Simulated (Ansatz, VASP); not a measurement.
## One calculation of Nb, two programs

```xyz
1
Lattice="2.7451 0.0000 0.0000 0.0000 2.7451 0.0000 0.0000 0.0000 2.7451" Properties=species:S:1:pos:R:3 pbc="T T T"
Nb    0.0000    0.0000    0.0000
```

Alike in both runs: task single point; functional r2SCAN; k mesh 13 × 13 × 13; occupations fermi-dirac, width 0.1 eV; no spin polarisation.

|  | VASP | Ansatz |
| --- | --- | --- |
| version | VASP 6.6.1 | Ansatz 0.2.0 |
| potentials or method | VASP PAW PBE potentials, release 64 (Nb_sv), cutoff 520 eV | plane waves (500 eV) with PAW, scalar-relativistic |
| valence electrons in the cell | 13 | 13 |

```tsv
	VASP	Ansatz	Ansatz less VASP
pressure (GPa)	-5.4	-5.4	+0.03
```

VASP's potentials were made for PBE, not for r2SCAN.
